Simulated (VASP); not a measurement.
A run of VASP 6.6.1:

INCAR

```
ALGO     = Normal         # electronic algorithm
EDIFF    = 1E-7           # SCF threshold, eV
EDIFFG   = -0.002         # ionic threshold
ENCUT    = 520            # plane-wave cutoff, eV
GGA      = PS             # functional
GGA_COMPAT= False        
IBRION   = 2              # ionic algorithm
ISIF     = 2              # what is computed and relaxed
ISMEAR   = 0              # smearing method
LASPH    = True           # aspherical terms in the spheres
LCHARG   = False          # write CHGCAR
LREAL    = False          # projectors in reciprocal space
LWAVE    = False          # write WAVECAR
NELM     = 120            # most SCF steps
NELMIN   = 4            
NSW      = 60             # ionic steps
PREC     = Accurate       # precision mode
SIGMA    = 0.02           # smearing width, eV
```

Contents of KPOINTS:

```
k-points
0
Gamma
  6 6 6
```

Contents of POSCAR:

```
SrO
1.0
    0.0000000000      2.5357135872      2.5357135872
    2.5357135872      0.0000000000      2.5357135872
    2.5357135872      2.5357135872      0.0000000000
Sr O
1 1
Direct
    0.0000000000      0.0000000000      0.0000000000
    0.5000000000      0.5000000000      0.5000000000
```

Potentials or basis: VASP PAW PBE potentials, release 64 (Sr_sv, O).

Launch:

```bash
$ cat potpaw_PBE.64/Sr_sv/POTCAR potpaw_PBE.64/O/POTCAR > POTCAR
$ mpirun -np 1 vasp_std > vasp.out
```

Hardware: 1 thread of AMD EPYC 7R43 64-Core Processor (Zen 3), with other jobs on the host.

Question: How long does it take, and how much memory?

Answer: Run time: 9.6 s on 1 thread of AMD EPYC 7R43 64-Core Processor (Zen 3), on a shared host, peak memory 0.12 GiB. Counts: scf iterations 14, k points 16, ion steps 1.
